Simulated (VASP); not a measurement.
# Ir (I4_1/amd) in VASP: further runs, part 2 of 2

VASP 6.6.1.

### Step 4. Relaxation of cell and atoms, PBEsol

Input file INCAR:

```
SYSTEM = Ir
PREC = Accurate
ENCUT = 600
EDIFF = 1E-7
ISMEAR = 0
SIGMA = 0.1
LREAL = .FALSE.
LASPH = .TRUE.
NELM = 60
ALGO = Normal
ISIF = 3
LWAVE = .FALSE.
LCHARG = .FALSE.
GGA = PS
IBRION = 2
NSW = 90
EDIFFG = -0.04
```

Input file KPOINTS:

```
Automatic mesh
0
G
  8 8 8
  0 0 0
```

Input file POSCAR:

```
Ir
1.0
   -2.3790015229      2.3790015229      1.2977892458
    2.3790015229     -2.3790015229      1.2977892458
    2.3790015229      2.3790015229     -1.2977892458
Ir
2
Direct
    0.0000000000      0.0000000000      0.0000000000
    0.7500000000      0.2500000000      0.5000000000
```

Potentials or basis: VASP PAW PBE potentials, release 64 (Ir).

The run is started by

```bash
$ cat potpaw_PBE.64/Ir/POTCAR > POTCAR
$ mpirun -np 1 vasp_std > vasp.out
```

OUTCAR:

```text
SYSTEM = Ir
   PREC = Accurate
   ENCUT = 600
   EDIFF = 1E-7
   ISMEAR = 0
   LREAL = .FALSE.
   LASPH = .TRUE.
   NELM = 60
   ISIF = 3
   GGA = PS
   IBRION = 2
   NSW = 90
   EDIFFG = -0.04

 ion  position               nearest neighbor table
   1  0.000  0.000  0.000-   2 2.47   2 2.47   2 2.47   2 2.47   2 3.07   2 3.07   2 3.07   2 3.07

   2  0.750  0.250  0.500-   1 2.47   1 2.47   1 2.47   1 2.47   1 3.07   1 3.07   1 3.07   1 3.07

  LATTYP: Found a body centered tetragonal cell.
 ALAT       =     4.7580030458
 C/A-ratio  =     0.5455184594

  Lattice vectors:

 A1 = (  -2.3790015229,   2.3790015229,   1.2977892458)
 A2 = (   2.3790015229,  -2.3790015229,   1.2977892458)
 A3 = (   2.3790015229,   2.3790015229,  -1.2977892458)

Analysis of symmetry for initial positions (statically):
=====================================================================
 Subroutine PRICEL returns:
 Original cell was already a primitive cell.

 Routine SETGRP: Setting up the symmetry group for a
 body centered tetragonal supercell.

 Subroutine GETGRP returns: Found 16 space group operations
 (whereof  8 operations were pure point group operations)
 out of a pool of 16 trial point group operations.

The static configuration has the point symmetry D_2d.
 The point group associated with its full space group is D_4h.
[... 173 lines left out ...]
  in kB      192.0145689    192.0145689    324.0769767      0.0000000      0.0000000      0.0000000
  external PRESSURE =     236.0353715 kB  Pullay stress =       0.0000000 kB
[... 275 lines left out ...]
--------------------------------------- Ionic step        9  -------------------------------------------

 number of electron      18.0000000 magnetization

 Free energy of the ion-electron system (eV)
  ---------------------------------------------------
  ext. energy  EPLUGINS =         0.00000000
  ---------------------------------------------------
  free energy    TOTEN  =       -18.12749337 eV

  energy without entropy =      -18.11907894  energy(sigma->0) =      -18.12328615

 E-fermi :   8.4273     XC(G=0): -13.3954

 val. band max:        8.4228281180   @ k =   0.2500   0.1250   0.1250
 cond. band min:       8.4586758562   @ k =   0.5000   0.5000   0.1250
 fundamental gap:      0.0358477383
 Fermi energy:         8.4272644869

 k-point     1 :       0.0000    0.0000    0.0000
  band No.  band energies     occupation
      1      -1.4735      2.00000
      2       1.5118      2.00000
      3       2.4882      2.00000
      4       3.3259      2.00000
      5       4.1151      2.00000
      6       7.3054      2.00000
      7       7.3054      2.00000
      8       7.3909      2.00000
      9       7.3909      2.00000
     10      10.0276      0.00000
     11      11.3212      0.00000
     12      13.9845      0.00000
     13      13.9845      0.00000
[... 354 lines left out ...]
  band No.  band energies     occupation
      1       2.0098      2.00000
      2       2.1722      2.00000
      3       3.1053      2.00000
      4       4.3060      2.00000
      5       4.4627      2.00000
      6       6.4174      2.00000
      7       6.8524      2.00000
      8       8.3636      1.63233
      9       9.0095      0.00000
     10      10.1988      0.00000
     11      11.1862      0.00000
     12      13.5954      0.00000
     13      14.7318      0.00000

 [... further k-points ...]
[... 5 lines left out ...]
  --------------------------------------------------------------------------------------
  -------------------------------------------------------------------------------------
  Total       -0.0003870     -0.0003870      0.0030815      0.0000000      0.0000000      0.0000000
  in kB       -0.0197419     -0.0197419      0.1572106      0.0000000      0.0000000      0.0000000
  external PRESSURE =       0.0392422 kB  Pullay stress =       0.0000000 kB
[... 17 lines left out ...]
  FREE ENERGIE OF THE ION-ELECTRON SYSTEM (eV)
  ---------------------------------------------------
  free  energy   TOTEN  =       -18.1274933721 eV

  energy  without entropy=      -18.1190789371  energy(sigma->0) =      -18.12328615

 reached required accuracy - stopping structural energy minimisation
```

CONTCAR:

```text
Ir
   1.00000000000000
    -2.4051645357064624    2.4051645357064624    1.3571993923761165
     2.4051645357064624   -2.4051645357064624    1.3571993923761165
     2.4051645357064624    2.4051645357064624   -1.3571993923761165
  Ir
     2
Direct
     0.0000000000000000    0.0000000000000000    0.0000000000000000
     0.7500000000000000    0.2500000000000000    0.5000000000000000

  0.00000000E+00  0.00000000E+00  0.00000000E+00
  0.00000000E+00  0.00000000E+00  0.00000000E+00
```

It took 2.7 min on 1 thread of Intel Xeon Platinum 8488C (Sapphire Rapids), shared host; peak memory 0.19 GiB.

Results:

```yaml
Free_energy: -18.1275 eV
Relaxed_volume: 15.70 Å³/atom
Relaxed_cell: a = 3.662 Å, b = 3.662 Å, c = 3.662 Å, α = 97.89°, β = 97.89°, γ = 136.50°
Space_group_after_relaxing_to_0.05_Å: I4_1/amd (No. 141)
Energy_gained_by_relaxing: 81.9 meV/atom
Ionic_steps: 9
Pressure_after_relaxing: 0.0 GPa
Band_gap_on_the_k_mesh: zero (band 9 reaches 9.90 eV, above the bottom of band 10 at 7.40 eV)
```

Step by step:
```csv
step,energy change (eV),largest force (eV/Å),pressure (GPa),volume (Å³)
1,0.0000,0.0000,23.60,29.38
2,1.0871,0.0000,-38.99,39.54
3,-0.1507,0.0000,-3.23,31.70
4,-0.1524,0.0000,-1.26,31.49
5,-0.1525,0.0000,-0.84,31.44
6,-0.1598,0.0000,1.51,31.30
7,-0.1638,0.0000,0.48,31.35
8,-0.1635,0.0000,-1.08,31.52
9,-0.1639,0.0000,0.00,31.40
```

Final structure:
```
CELL_PARAMETERS angstrom
-2.40516 2.40516 1.35720
2.40516 -2.40516 1.35720
2.40516 2.40516 -1.35720
ATOMIC_POSITIONS crystal
Ir 0.00000 0.00000 0.00000
Ir 0.75000 0.25000 0.50000
```

Levels at points of the mesh, in eV from the Fermi level:
| k point | band 7 | band 8 | band 9 | band 10 | band 11 | band 12 |
| --- | --- | --- | --- | --- | --- | --- |
| (0.00, 0.00, 0.00) | -1.12 | -1.04 | -1.04 | 1.60 | 2.89 | 5.56 |
| (0.50, 0.00, 0.00) | -1.73 | -0.58 | 0.54 | 0.81 | 2.81 | 5.22 |
| (0.50, 0.50, 0.00) | -2.01 | -2.01 | 0.14 | 0.14 | 0.65 | 0.65 |
| (0.50, 0.50, 0.50) | -0.88 | -0.88 | -0.70 | -0.70 | -0.60 | -0.60 |

Caveat: the PAW data sets were made with another functional, which shifts forces and pressure a little; spin-orbit coupling is left out, which moves the levels of the heavy elements.

### Step 5. The runs side by side

```tsv
task	cell	cutoff (eV)	gap on the mesh (eV)	pressure (GPa)
single point	a = 3.606 Å, angles 97.4, 97.4, 137.8°, 2 atoms	520	none	23.5
single point	a = 3.660 Å, angles 97.9, 97.9, 136.5°, 2 atoms	520	none	0.5
relaxation of cell and atoms	relaxed from a = 3.606 Å, angles 97.4, 97.4, 137.8°, 2 atoms	600	none	0.0
```

Alike in all rows: level PBEsol; potentials or basis VASP PAW PBE potentials, release 64 (Ir); no spin polarisation; k mesh 8 × 8 × 8; smearing gaussian 0.1 eV.

Caveats: the PAW data sets were made with another functional, which shifts forces and pressure a little; spin-orbit coupling is left out, which moves the levels of the heavy elements.

Absolute energies hang on the potentials; compare differences alone.
